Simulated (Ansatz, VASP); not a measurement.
## CoSi: VASP beside Ansatz

```
Co Si
1.0
     4.43072    0.00000    0.00000
     0.00000    4.43072    0.00000
     0.00000    0.00000    4.43072
Co Si
4 4
Direct
  0.14471 0.14471 0.14471
  0.64471 0.35529 0.85529
  0.85529 0.64471 0.35529
  0.35529 0.85529 0.64471
  0.84313 0.84313 0.84313
  0.34313 0.65687 0.15687
  0.15687 0.34313 0.65687
  0.65687 0.15687 0.34313
```

Alike in both runs: functional PBE; k mesh 8 × 8 × 8; occupations gaussian, width 0.1 eV; no spin polarisation.

Ansatz relaxed the structure, and its values are those at the end. VASP's run is a single point on that final structure, the one shown.

|  | VASP | Ansatz |
| --- | --- | --- |
| version | VASP 6.6.1 | Ansatz 0.2.0 |
| potentials or method | VASP PAW PBE potentials, release 64 (Co, Si), cutoff 520 eV | scalar-relativistic, plane waves, PAW |
| valence electrons in the cell | 52 | 84 |

Ansatz gave:

- gap on the k mesh at the Fermi level (eV): none
- pressure (GPa): 0.0
- rms of the force components (eV/Å): 0.007

Question: Estimate VASP's values.

Answer: gap on the k mesh at the Fermi level (eV): none; pressure (GPa): -0.1; rms of the force components (eV/Å): 0.008.

A gap of «none» marks a metal or a gap that the smearing closes. VASP's potentials hold 52 valence electrons a cell and Ansatz's 84, so a difference there can come from the potentials and not from the codes.
